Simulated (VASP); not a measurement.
# TaN (P-6m2) in VASP: a series of runs

TaN is run at these levels: LDA; tasks: single point, relaxation of cell and atoms.

All numbers are computed with VASP 6.6.1; they aren't measurements. Logs are shortened: lines on timing, memory, paths and dates and some standing lists are left out, and cuts for length are marked.

## Step 1: The cell of the first run

The structure is hexagonal, space group P-6m2 (No. 187). The conventional cell has a = 2.858 Å, b = 2.858 Å, c = 2.812 Å, α = 90.00°, β = 90.00°, γ = 120.00°. Ta (site symmetry -6m2) has 6 N at 2.17 Å and 8 Ta at 2.81 to 2.86 Å within 2.9 Å. Within 2.9 Å of N (site symmetry -6m2) lie 6 Ta at 2.17 Å and 8 N at 2.81 to 2.86 Å.

## Step 2: Single point, LDA

The input, INCAR:

```
PREC = Accurate
ENCUT = 520
EDIFF = 1E-6
ISMEAR = -1
SIGMA = 0.15
LREAL = F
LASPH = T
NELM = 100
ALGO = Normal
ISIF = 2
LWAVE = F
LCHARG = F
GGA = CA
NBANDS = 15
```

The input, KPOINTS:

```
Automatic mesh
0
Gamma
  18 18 14
```

The input, POSCAR:

```
TaN
1.0
    2.8581078159      0.0000000000      0.0000000000
   -1.4290539079      2.4751939754      0.0000000000
    0.0000000000      0.0000000000      2.8120249800
Ta N
1 1
Direct
    0.3333333333      0.6666666667      0.5000000000
    0.0000000000      0.0000000000      0.0000000000
```

Potentials or basis: VASP PAW LDA potentials, release 64 (Ta_pv, N).

Run with:

```sh
cat potpaw_LDA.64/Ta_pv/POTCAR potpaw_LDA.64/N/POTCAR > POTCAR
mpirun -np 1 vasp_std > vasp.out
```

OUTCAR:

```text
PREC = Accurate
   ENCUT = 520
   EDIFF = 1E-6
   ISMEAR = -1
   LREAL = F
   LASPH = T
   NELM = 100
   ISIF = 2
   GGA = CA

 ion  position               nearest neighbor table
   1  0.333  0.667  0.500-   2 2.17   2 2.17   2 2.17   2 2.17   2 2.17   2 2.17
   2  0.000  0.000  0.000-   1 2.17   1 2.17   1 2.17   1 2.17   1 2.17   1 2.17

  LATTYP: Found a hexagonal cell.
 ALAT       =     2.8581078159
 C/A-ratio  =     0.9838764529

  Lattice vectors:

 A1 = (   2.8581078159,   0.0000000000,   0.0000000000)
 A2 = (  -1.4290539079,   2.4751939754,   0.0000000000)
 A3 = (   0.0000000000,   0.0000000000,   2.8120249800)

Analysis of symmetry for initial positions (statically):
=====================================================================
 Subroutine PRICEL returns:
 Original cell was already a primitive cell.

 Routine SETGRP: Setting up the symmetry group for a
 hexagonal supercell.

 Subroutine GETGRP returns: Found 12 space group operations
 (whereof 12 operations were pure point group operations)
 out of a pool of 24 trial point group operations.

The static configuration has the point symmetry D_3h.

Analysis of symmetry for dynamics (positions and initial velocities):
=====================================================================
 Subroutine PRICEL returns:
 Original cell was already a primitive cell.

 Routine SETGRP: Setting up the symmetry group for a
 hexagonal supercell.

 Subroutine GETGRP returns: Found 12 space group operations
 (whereof 12 operations were pure point group operations)
 out of a pool of 24 trial point group operations.

The dynamic configuration has the point symmetry D_3h.

 Subroutine INISYM returns: Found 12 space group operations
 (whereof 12 operations are pure point group operations),
 and found     1 'primitive' translations

----------------------------------------------------------------------------------------

                                     Primitive cell

  volume of cell :      19.8933

  direct lattice vectors                    reciprocal lattice vectors
     2.858107816  0.000000000  0.000000000     0.349881832  0.202004370  0.000000000
    -1.429053908  2.475193975  0.000000000     0.000000000  0.404008740  0.000000000
     0.000000000  0.000000000  2.812024980     0.000000000  0.000000000  0.355615618

  length of vectors
     2.858107816  2.858107816  2.812024980     0.404008740  0.404008740  0.355615618

  position of ions in fractional coordinates (direct lattice)
     0.333333333  0.666666667  0.500000000
     0.000000000  0.000000000  0.000000000

  ion indices of the primitive-cell ions
   primitive index   ion index
                 1           1
                 2           2

----------------------------------------------------------------------------------------

 KPOINTS: Automatic mesh

Automatic generation of k-mesh.
 Grid dimensions read from file:
 generate k-points for:   18   18   14

 Generating k-lattice:

  Cartesian coordinates                     Fractional coordinates (reciprocal lattice)
     0.019437880  0.011222465  0.000000000     0.055555556  0.000000000  0.000000000
     0.000000000  0.022444930  0.000000000     0.000000000  0.055555556  0.000000000
     0.000000000  0.000000000  0.025401116     0.000000000  0.000000000  0.071428571

  Length of vectors
     0.022444930  0.022444930  0.025401116

  Shift w.r.t. Gamma in fractional coordinates (k-lattice)
     0.000000000  0.000000000  0.000000000

 Subroutine IBZKPT returns following result:
 ===========================================

 Found    296 irreducible k-points:

 Following reciprocal coordinates:
            Coordinates               Weight
  0.000000  0.000000  0.000000      1.000000
  0.055556  0.000000  0.000000      6.000000
  0.111111  0.000000  0.000000      6.000000
  0.166667  0.000000  0.000000      6.000000
  0.222222  0.000000  0.000000      6.000000
  0.277778 -0.000000  0.000000      6.000000
[... 16 lines left out ...]
  0.333333  0.111111  0.000000     12.000000
  0.388889  0.111111  0.000000     12.000000
 [... further k-points ...]
   k-points           NKPTS =    296   k-points in BZ     NKDIM =    296   number of bands    NBANDS=     15
   number of dos      NEDOS =    301   number of ions     NIONS =      2
   total plane-waves  NPLWV =  13824
   dimension x,y,z NGX =    24 NGY =   24 NGZ =   24
   dimension x,y,z NGXF=    48 NGYF=   48 NGZF=   48
   ions per type =               1   1
   NGX,Y,Z   is equivalent  to a cutoff of  13.96, 13.96, 14.19 a.u.
   NGXF,Y,Z  is equivalent  to a cutoff of  27.92, 27.92, 28.38 a.u.
 SYSTEM =  unknown system
   PREC   = accura    normal or accurate (medium, high low for compatibility)
   ISTART =      0    job   : 0-new  1-cont  2-samecut
   ICHARG =      2    charge: 1-file 2-atom 10-const
   ISPIN  =      1    spin polarized calculation?
   LNONCOLLINEAR =      F non collinear calculations
   LSORBIT =      F    spin-orbit coupling
   LASPH  =      T    aspherical Exc in radial PAW
   ENCUT  =  520.0 eV  38.22 Ry    6.18 a.u.   5.31  5.31  5.23*2*pi/ulx,y,z
   NELM   =    100;   NELMIN=  2; NELMDL= -5     # of ELM steps
   EDIFF  = 0.1E-05   stopping-criterion for ELM
   LREAL  =      F    real-space projection
   EDIFFG = 0.1E-04   stopping-criterion for IOM
   NSW    =      0    number of steps for IOM
   IBRION =     -1    ionic relax: 0-MD 1-quasi-New 2-CG
   NFREE  =      0    steps in history (QN), initial steepest desc. (CG)
   ISIF   =      2    stress and relaxation
   ISYM   =      2    0-nonsym 1-usesym 2-fastsym
   POTIM  = 0.5000    time-step for ionic-motion
   TEBEG  =    0.0;   TEEND  =   0.0 temperature during run
   PSTRESS=    0.0 pullay stress
   NELECT =      16.0000    total number of electrons
   NUPDOWN=      -1.0000    fix difference up-down
   EMIN   =  10.00;   EMAX   =-10.00  energy-range for DOS
   EFERMI =   0.00;   METHOD = LEGACY
   ISMEAR =    -1;   SIGMA  =   0.15  broadening in eV -4-tet -1-fermi 0-gaus
   EFERMI_NEDOS =   21; number of points for ismear=-14 and -15
   IALGO  =     38    algorithm
   IMIX   =      4    mixing-type and parameters
     AMIX     =   0.40;   BMIX     =  1.00
     AMIX_MAG =   1.60;   BMIX_MAG =  1.00
  volume/ion in A,a.u.               =       9.95        67.12
  Fermi-wavevector in a.u.,A,eV,Ry     =   1.522460  2.877032 31.536722  2.317884
  Thomas-Fermi vector in A             =   2.631036
   LORBIT       =      0    0 simple, 1 ext, 2 COOP (PROOUT), +10 PAW based schemes
   GGA     = CA    functional components
   LHFCALC =     F    Hartree Fock is set to
   AEXX    =    0.0000 exact exchange contribution
   IVDW    =     0    specifies the selected vdW correction
   LEPSILON=     F    determine dielectric tensor
   LRPA    =     F    only Hartree local field effects (RPA)
 non-spin polarized calculation
  energy-cutoff  :      520.00
  volume of cell :       19.89
 maximum number of plane-waves:       555
 NGX is ok and might be reduce to    24
   NGX = 11   NGY = 11   NGZ = 11

 number of electron      15.9999999 magnetization

 Free energy of the ion-electron system (eV)
  ---------------------------------------------------
  ext. energy  EPLUGINS =         0.00000000
  ---------------------------------------------------
  free energy    TOTEN  =       -24.64899949 eV

  energy without entropy =      -24.63801384  energy(sigma->0) =      -24.64350667

 E-fermi :   9.0433     XC(G=0): -14.0179

 val. band max:        8.9919490806   @ k =   0.0556   0.0000   0.4286
 cond. band min:       9.0699144629   @ k =   0.0000   0.0000   0.3571
 fundamental gap:      0.0779653823
 Fermi energy:         9.0433208910

 k-point     1 :       0.0000    0.0000    0.0000
  band No.  band energies     occupation
      1     -25.4283      2.00000
      2     -25.1012      2.00000
      3     -25.1012      2.00000
      4      -9.1619      2.00000
      5       4.0992      2.00000
      6       4.0992      2.00000
      7       4.3895      2.00000
      8       6.0124      2.00000
      9      11.9910      0.00000
     10      12.9341      0.00000
     11      12.9341      0.00000
     12      13.3905      0.00000
     13      13.3905      0.00000
     14      21.6691      0.00000
     15      22.8112      0.00000

 k-point     2 :       0.0556    0.0000    0.0000
  band No.  band energies     occupation
      1     -25.4223      2.00000
      2     -25.1483      2.00000
      3     -25.1109      2.00000
      4      -9.0848      2.00000
      5       3.8756      2.00000
      6       4.1572      2.00000
      7       4.5145      2.00000
      8       5.9012      2.00000
      9      12.2494      0.00000
     10      12.7756      0.00000
     11      12.9426      0.00000
     12      13.3515      0.00000
     13      13.4901      0.00000
     14      21.6697      0.00000
     15      22.7866      0.00000

 k-point     3 :       0.1111    0.0000    0.0000
  band No.  band energies     occupation
      1     -25.4050      2.00000
      2     -25.2819      2.00000
      3     -25.1389      2.00000
      4      -8.8629      2.00000
      5       3.3694      2.00000
      6       4.3225      2.00000
      7       4.7864      2.00000
      8       5.5998      2.00000
      9      12.3571      0.00000
     10      12.9381      0.00000
     11      12.9789      0.00000
     12      13.2410      0.00000
     13      13.7473      0.00000
     14      21.6713      0.00000
     15      22.7254      0.00000

 k-point     4 :       0.1667    0.0000    0.0000
  band No.  band energies     occupation
      1     -25.4809      2.00000
      2     -25.3784      2.00000
      3     -25.1814      2.00000
      4      -8.5223      2.00000
      5       2.7325      2.00000
      6       4.5696      2.00000
      7       5.1492      2.00000
      8       5.1813      2.00000
      9      11.8503      0.00000
     10      13.0715      0.00000
     11      13.0769      0.00000
     12      13.8501      0.00000
     13      14.0654      0.00000
     14      21.6740      0.00000
     15      22.6860      0.00000
[... 307 lines left out ...]
 k-point    22 :       0.2778    0.1111    0.0000
  band No.  band energies     occupation
      1     -26.1700      2.00000
      2     -25.4246      2.00000
      3     -25.2682      2.00000
      4      -7.0652      2.00000
      5       1.0084      2.00000
      6       3.8513      2.00000
      7       4.8215      2.00000
      8       6.3209      2.00000
      9      11.0981      0.00000
     10      11.8423      0.00000
     11      14.3340      0.00000
     12      15.3777      0.00000
     13      16.8058      0.00000
     14      21.6817      0.00000
     15      23.4737      0.00000

 k-point    23 :       0.3333    0.1111    0.0000
  band No.  band energies     occupation
      1     -26.3196      2.00000
      2     -25.4781      2.00000
      3     -25.2426      2.00000
      4      -6.7053      2.00000
      5       0.6986      2.00000
      6       3.5961      2.00000
      7       4.6658      2.00000
      8       6.4693      2.00000
      9      11.5980      0.00000
     10      11.6424      0.00000
     11      14.4284      0.00000
     12      15.5288      0.00000
     13      17.6778      0.00000
     14      21.6775      0.00000
     15      23.2296      0.00000

 k-point    24 :       0.3889    0.1111    0.0000
  band No.  band energies     occupation
      1     -26.4153      2.00000
      2     -25.5128      2.00000
      3     -25.2257      2.00000
      4      -6.4623      2.00000
      5       0.5095      2.00000
      6       3.4367      2.00000
      7       4.5113      2.00000
      8       6.5344      2.00000
      9      11.4423      0.00000
     10      12.4095      0.00000
     11      14.1309      0.00000
     12      15.6056      0.00000
     13      18.5969      0.00000
     14      21.6541      0.00000
     15      22.3222      0.00000

 [... further k-points ...]
[... 5 lines left out ...]
  --------------------------------------------------------------------------------------
  -------------------------------------------------------------------------------------
  Total        2.7742585      2.7742585      2.8067558      0.0000000     -0.0000000      0.0000000
  in kB      223.4346289    223.4346289    226.0519112      0.0000000     -0.0000000      0.0000000
  external PRESSURE =     224.3070563 kB  Pullay stress =       0.0000000 kB

 VOLUME and BASIS-vectors are now :
 -----------------------------------------------------------------------------
  energy-cutoff  :      520.00
  volume of cell :       19.89
      direct lattice vectors                 reciprocal lattice vectors
     2.858107816  0.000000000  0.000000000     0.349881832  0.202004370  0.000000000
    -1.429053908  2.475193975  0.000000000     0.000000000  0.404008740  0.000000000
     0.000000000  0.000000000  2.812024980     0.000000000  0.000000000  0.355615618

 POSITION                                       TOTAL-FORCE (eV/Angst)
 -----------------------------------------------------------------------------------
     -0.00000      1.65013      1.40601         0.000000      0.000000      0.000000
      0.00000      0.00000      0.00000        -0.000000      0.000000      0.000000
 -----------------------------------------------------------------------------------
    total drift:                                0.000000     -0.000000     -0.000000

  FREE ENERGIE OF THE ION-ELECTRON SYSTEM (eV)
  ---------------------------------------------------
  free  energy   TOTEN  =       -24.6489994906 eV

  energy  without entropy=      -24.6380138401  energy(sigma->0) =      -24.64350667
```

It took 79 s on 1 thread of Intel Xeon 8259CL, shared host; peak memory 0.21 GiB.

Results:

| Quantity | Value |
| --- | --- |
| Free energy | -24.6490 eV |
| Pressure | 22.4 GPa |
| Band gap on the k mesh | zero (band 8 reaches 9.22 eV, above the bottom of band 9 at 8.84 eV) |

Caveat: spin-orbit coupling is left out, which moves the levels of the heavy elements.

## Step 3: Relaxation of cell and atoms, LDA, target pressure 20 GPa, at which the enthalpy is minimised

This run uses another cell than the first one, of 10.43 Å³/atom, 1.049 times its volume.

The input, INCAR:

```
SYSTEM = TaN
PREC = Accurate
ENCUT = 600
EDIFF = 1E-6
ISMEAR = -1
SIGMA = 0.15
LREAL = .False.
LASPH = .True.
NELM = 80
ALGO = Normal
ISIF = 3
LWAVE = .False.
LCHARG = .False.
GGA = CA
IBRION = 2
NSW = 80
EDIFFG = -0.001
PSTRESS = 200.0
```

The input, KPOINTS:

```
Automatic mesh
0
Gamma
  18 18 14
  0 0 0
```

The input, POSCAR:

```
TaN
1.0
    2.9068983749      0.0000000000      0.0000000000
   -1.4534491874      2.5174478389      0.0000000000
    0.0000000000      0.0000000000      2.8508655660
Ta N
1 1
Direct
    0.3333333333      0.6666666667      0.5000000000
    0.0000000000      0.0000000000      0.0000000000
```

Potentials or basis: VASP PAW LDA potentials, release 64 (Ta_pv, N).

Run with:

```sh
cat potpaw_LDA.64/Ta_pv/POTCAR potpaw_LDA.64/N/POTCAR > POTCAR
mpirun -np 1 vasp_std > vasp.out
```

Run time: 14 min. Hardware: 1 thread of Intel Xeon 8259CL, shared host; peak memory 0.24 GiB.

The run converged. Its results:

| Property | Result |
| --- | --- |
| Free energy | -24.6640 eV |
| Relaxed volume | 10.00 Å³/atom |
| Relaxed cell | a = 2.863 Å, b = 2.863 Å, c = 2.817 Å, α = 90.00°, β = 90.00°, γ = 120.00° |
| Space group after relaxing (to 0.05 Å) | P-6m2 (No. 187) |
| Energy change on relaxing (the enthalpy is what falls) | +28.9 meV/atom |
| Ionic steps | 39 |
| Pressure after relaxing | 20.0 GPa |
| Band gap on the k mesh | zero (band 8 reaches 9.17 eV, above the bottom of band 9 at 8.79 eV) |

The path:
| step | energy change (eV) | largest force (eV/Å) | pressure (GPa) | volume (Å³) |
| --- | --- | --- | --- | --- |
| 1 | 0.0000 | 0.0000 | 1.97 | 20.86 |
| 2 | 0.9264 | 0.0000 | 100.67 | 17.51 |
| 3 | 0.0517 | 0.0000 | 18.91 | 20.05 |
| 4 | 0.0566 | 0.0000 | 19.78 | 20.00 |
| 5 | 0.0587 | 0.0000 | 20.21 | 19.99 |
| 6 | 0.0598 | 0.0000 | 20.25 | 19.98 |
| 7 | 0.0590 | 0.0000 | 20.22 | 19.98 |
| 8 | 0.0591 | 0.0000 | 20.23 | 19.98 |
| 9 | 0.0592 | 0.0000 | 20.24 | 19.98 |
| 10 | 0.0591 | 0.0000 | 20.23 | 19.98 |
| 11 | 0.0550 | 0.0000 | 19.52 | 20.02 |
| 12 | 0.0579 | 0.0000 | 19.98 | 19.99 |
| 13 | 0.0580 | 0.0000 | 20.01 | 19.99 |
| 14 | 0.0579 | 0.0000 | 20.03 | 19.99 |
| 15 | 0.0579 | 0.0000 | 20.02 | 19.99 |
| 16 | 0.0578 | 0.0000 | 20.03 | 19.99 |
| 17 | 0.0577 | 0.0000 | 19.99 | 19.99 |
| 18 | 0.0578 | 0.0000 | 20.01 | 19.99 |
| 19 | 0.0578 | 0.0000 | 20.00 | 19.99 |
| 20 | 0.0578 | 0.0000 | 20.01 | 19.99 |
| 21 | 0.0578 | 0.0000 | 20.01 | 19.99 |
| 22 | 0.0578 | 0.0000 | 20.01 | 19.99 |
| 23 | 0.0577 | 0.0000 | 20.01 | 19.99 |
| 24 | 0.0575 | 0.0000 | 19.98 | 20.00 |
| 25 | 0.0576 | 0.0000 | 19.95 | 19.99 |
| 26 | 0.0577 | 0.0000 | 19.97 | 19.99 |
| 27 | 0.0577 | 0.0000 | 19.98 | 19.99 |
| 28 | 0.0579 | 0.0000 | 19.98 | 19.99 |
| 29 | 0.0584 | 0.0000 | 20.11 | 19.99 |
| 30 | 0.0580 | 0.0000 | 20.04 | 19.99 |
| 31 | 0.0579 | 0.0000 | 20.03 | 19.99 |
| 32 | 0.0579 | 0.0000 | 20.02 | 19.99 |
| 33 | 0.0579 | 0.0000 | 20.02 | 19.99 |
| 34 | 0.0577 | 0.0000 | 20.02 | 19.99 |
| 35 | 0.0573 | 0.0000 | 19.92 | 20.00 |
| 36 | 0.0577 | 0.0000 | 19.91 | 19.99 |
| 37 | 0.0577 | 0.0000 | 19.97 | 19.99 |
| 38 | 0.0577 | 0.0000 | 19.99 | 19.99 |
| 39 | 0.0578 | 0.0000 | 19.99 | 19.99 |

Final structure:
```cif
data_structure
_symmetry_space_group_name_H-M 'P 1'
_symmetry_Int_Tables_number 1
_cell_length_a 2.8628
_cell_length_b 2.8628
_cell_length_c 2.8167
_cell_angle_alpha 90.000
_cell_angle_beta 90.000
_cell_angle_gamma 120.000
_cell_volume 19.99
loop_
_atom_site_label
_atom_site_type_symbol
_atom_site_fract_x
_atom_site_fract_y
_atom_site_fract_z
_atom_site_occupancy
Ta1 Ta 0.33333 0.66667 0.50000 1
N1 N 0.00000 0.00000 0.00000 1
```

Levels at points of the mesh, in eV from the Fermi level:
| k point | band 4 | band 5 | band 6 | band 7 | band 8 | band 9 | band 10 | band 11 | band 12 |
| --- | --- | --- | --- | --- | --- | --- | --- | --- | --- |
| (0.00, 0.00, 0.00) | -18.16 | -4.92 | -4.92 | -4.63 | -3.02 | 2.91 | 3.87 | 3.87 | 4.32 |
| (0.50, 0.00, 0.00) | -15.52 | -8.71 | -5.65 | -3.86 | -3.30 | 3.19 | 4.46 | 5.56 | 5.81 |
| (0.00, 0.00, 0.50) | -14.99 | -9.82 | -4.04 | -4.04 | -0.20 | -0.20 | 2.57 | 3.46 | 3.46 |
| (0.50, 0.00, 0.50) | -16.06 | -7.78 | -6.47 | -6.16 | -0.17 | 4.69 | 5.90 | 6.68 | 7.72 |

Caveat: the cell is relaxed towards a set pressure, so the enthalpy falls and the energy may rise; spin-orbit coupling is left out, which moves the levels of the heavy elements. LDA usually gives volumes a few per cent too small.
